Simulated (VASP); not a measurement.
# BaTe (Fm-3m) in VASP: a series of runs, part 2 of 2

VASP 6.6.1.

## 4. Single point, r2SCAN

Contents of POSCAR:

```
BaTe
1.0
    0.0000000000      3.5323868488      3.5323868488
    3.5323868488      0.0000000000      3.5323868488
    3.5323868488      3.5323868488      0.0000000000
Ba Te
1 1
Direct
    0.0000000000      0.0000000000      0.0000000000
    0.5000000000      0.5000000000      0.5000000000
```

Contents of INCAR.step1:

```
SYSTEM = BaTe
  PREC = Accurate
  ENCUT = 520
  ISMEAR = 0
  SIGMA = 0.01
  LREAL = .False.
  LASPH = .True.
  NELM = 60
  NBANDS = 15
  GGA = PE
  ALGO = Normal
  EDIFF = 1E-4
  LWAVE = .True.
  LCHARG = .False.
```

Contents of INCAR.step2:

```
SYSTEM = BaTe
  PREC = Accurate
  ENCUT = 520
  EDIFF = 1E-6
  ISMEAR = 0
  SIGMA = 0.01
  LREAL = .False.
  LASPH = .True.
  NELM = 60
  ALGO = Normal
  ISIF = 2
  LWAVE = .False.
  LCHARG = .False.
  METAGGA = R2SCAN
  LMIXTAU = .True.
  NBANDS = 15
  ISTART = 1
```

Contents of KPOINTS:

```
Automatic mesh
0
Gamma
  6 6 6
  0 0 0
```

Potentials or basis: VASP PAW PBE potentials, release 64 (Ba_sv, Te).

Command:

```sh
cat potpaw_PBE.64/Ba_sv/POTCAR potpaw_PBE.64/Te/POTCAR > POTCAR
cp INCAR.step1 INCAR
mpirun -np 1 vasp_std > vasp.out
cp INCAR.step2 INCAR
mpirun -np 1 vasp_std > vasp.out
```

OUTCAR:

```text
SYSTEM = BaTe
   PREC = Accurate
   ENCUT = 520
   EDIFF = 1E-6
   ISMEAR = 0
   LREAL = .False.
   LASPH = .True.
   NELM = 60
   ISIF = 2
   METAGGA = R2SCAN
   ISTART = 1

 ion  position               nearest neighbor table
   1  0.000  0.000  0.000-   2 3.53   2 3.53   2 3.53   2 3.53   2 3.53   2 3.53
   2  0.500  0.500  0.500-   1 3.53   1 3.53   1 3.53   1 3.53   1 3.53   1 3.53

  LATTYP: Found a face centered cubic cell.
 ALAT       =     7.0647736976

  Lattice vectors:

 A1 = (   0.0000000000,   3.5323868488,   3.5323868488)
 A2 = (   3.5323868488,   0.0000000000,   3.5323868488)
 A3 = (   3.5323868488,   3.5323868488,   0.0000000000)

Analysis of symmetry for initial positions (statically):
=====================================================================
 Subroutine PRICEL returns:
 Original cell was already a primitive cell.

 Routine SETGRP: Setting up the symmetry group for a
 face centered cubic supercell.

 Subroutine GETGRP returns: Found 48 space group operations
 (whereof 48 operations were pure point group operations)
 out of a pool of 48 trial point group operations.

The static configuration has the point symmetry O_h .

[... 166 lines left out ...]
      6       1.8934      2.00000
      7       1.8934      2.00000
      8       1.8934      2.00000
      9       5.2509      0.00000
     10       5.2509      0.00000
     11       5.2509      0.00000
     12       5.3618      0.00000
     13       5.9099      0.00000
     14       5.9099      0.00000
[... 257 lines left out ...]
      2     -10.8724      2.00000
      3     -10.8343      2.00000
      4     -10.8166      2.00000
      5      -7.5100      2.00000
      6       0.8366      2.00000
      7       0.8572      2.00000
      8       1.1598      2.00000
      9       4.8443      0.00000
     10       6.8626      0.00000
     11       7.1125      0.00000
     12       7.6909      0.00000
     13       8.0711      0.00000
     14       8.9078      0.00000
     15      10.4594      0.00000

------------------------ aborting loop because EDIFF is reached ----------------------------------------

  FORCE on cell =-STRESS in cart. coord.  units (eV):
  Direction    XX          YY          ZZ          XY          YZ          ZX
  --------------------------------------------------------------------------------------
  -------------------------------------------------------------------------------------
  Total        0.1650134      0.1650134      0.1650134      0.0000000     -0.0000000      0.0000000
  in kB        2.9991283      2.9991283      2.9991283      0.0000000     -0.0000000      0.0000000
  external PRESSURE =       2.9991283 kB  Pullay stress =       0.0000000 kB

 VOLUME and BASIS-vectors are now :
 -----------------------------------------------------------------------------
  energy-cutoff  :      520.00
  volume of cell :       88.15
      direct lattice vectors                 reciprocal lattice vectors
     0.000000000  3.532386849  3.532386849    -0.141547351  0.141547351  0.141547351
     3.532386849  0.000000000  3.532386849     0.141547351 -0.141547351  0.141547351
     3.532386849  3.532386849  0.000000000     0.141547351  0.141547351 -0.141547351

 POSITION                                       TOTAL-FORCE (eV/Angst)
 -----------------------------------------------------------------------------------
      0.00000      0.00000      0.00000         0.000000     -0.000000      0.000000
      3.53239      3.53239      3.53239        -0.000000      0.000000     -0.000000
 -----------------------------------------------------------------------------------
    total drift:                                0.000000     -0.000000     -0.000000

  FREE ENERGIE OF THE ION-ELECTRON SYSTEM (eV)
  ---------------------------------------------------
  free  energy   TOTEN  =       -56.0283927801 eV

  energy  without entropy=      -56.0283927801  energy(sigma->0) =      -56.02839278
```

OUTCAR.step1:

```text
SYSTEM = BaTe
   PREC = Accurate
   ENCUT = 520
   ISMEAR = 0
   LREAL = .False.
   LASPH = .True.
[... 499 lines left out ...]
      0.00000      0.00000      0.00000        -0.000000      0.000000      0.000000
      3.53239      3.53239      3.53239         0.000000     -0.000000     -0.000000
 -----------------------------------------------------------------------------------
    total drift:                                0.000000     -0.000000     -0.000000

  FREE ENERGIE OF THE ION-ELECTRON SYSTEM (eV)
  ---------------------------------------------------
  free  energy   TOTEN  =        -8.6282302918 eV

  energy  without entropy=       -8.6282302918  energy(sigma->0) =       -8.62823029
```

OSZICAR.step1:

```text
N       E                     dE             d eps       ncg     rms          rms(c)
DAV:   1     0.795074366665E+02    0.79507E+02   -0.61936E+03   480   0.885E+02
DAV:   2    -0.389860193528E+01   -0.83406E+02   -0.76802E+02   648   0.157E+02
DAV:   3    -0.859405880037E+01   -0.46955E+01   -0.46610E+01   628   0.396E+01
DAV:   4    -0.873233231840E+01   -0.13827E+00   -0.13825E+00   672   0.653E+00
DAV:   5    -0.873457444241E+01   -0.22421E-02   -0.22421E-02   637   0.721E-01    0.358E+00
DAV:   6    -0.861805882509E+01    0.11652E+00   -0.13550E-01   592   0.182E+00    0.235E+00
DAV:   7    -0.862059256918E+01   -0.25337E-02   -0.11090E-01   593   0.184E+00    0.833E-01
DAV:   8    -0.862762571635E+01   -0.70331E-02   -0.15380E-02   508   0.825E-01    0.199E-01
DAV:   9    -0.862798436530E+01   -0.35865E-03   -0.85695E-04   648   0.186E-01    0.674E-02
DAV:  10    -0.862821837214E+01   -0.23401E-03   -0.42165E-04   508   0.139E-01    0.253E-02
DAV:  11    -0.862823029181E+01   -0.11920E-04   -0.36449E-05   408   0.361E-02
   1 F= -.86282303E+01 E0= -.86282303E+01  d E =-.310999E-21
```

Wall time 84 s (1 thread of AMD EPYC 7R13 (Zen 3), shared host); peak memory 0.23 GiB.

Results:

| Item | Value |
| --- | --- |
| Free energy | -56.0284 eV |
| Pressure | 0.3 GPa |
| Band gap on the k mesh | 1.93 eV, indirect (least direct gap 2.32 eV) |

Caveat: the PAW data sets were made with another functional, which shifts forces and pressure a little; spin-orbit coupling is left out, which moves the levels of the heavy elements. r2SCAN opens gaps a little over a GGA but as a rule still falls short of measured ones.

## 5. The runs side by side

| level | k mesh | smearing | gap on the mesh (eV) | pressure (GPa) |
| --- | --- | --- | --- | --- |
| PBE | 4 × 4 × 4 | gaussian 0.01 eV | 1.57 | 0.4 |
| r2SCAN | 6 × 6 × 6 | fermi-dirac 0.02 eV | 1.93 | 0.3 |
| r2SCAN | 6 × 6 × 6 | gaussian 0.01 eV | 1.93 | 0.3 |

Alike in all rows: task single point; potentials or basis VASP PAW PBE potentials, release 64 (Ba_sv, Te); no spin polarisation; cell as given; cutoff (eV) 520.

On the cell as given the gap runs from 1.57 eV (PBE) to 1.93 eV (r2SCAN); the meshes differ, which moves gaps too.

Caveats: spin-orbit coupling is left out, which moves the levels of the heavy elements; the PAW data sets were made with another functional, which shifts forces and pressure a little (some runs).

Absolute energies hang on the potentials; compare differences alone.
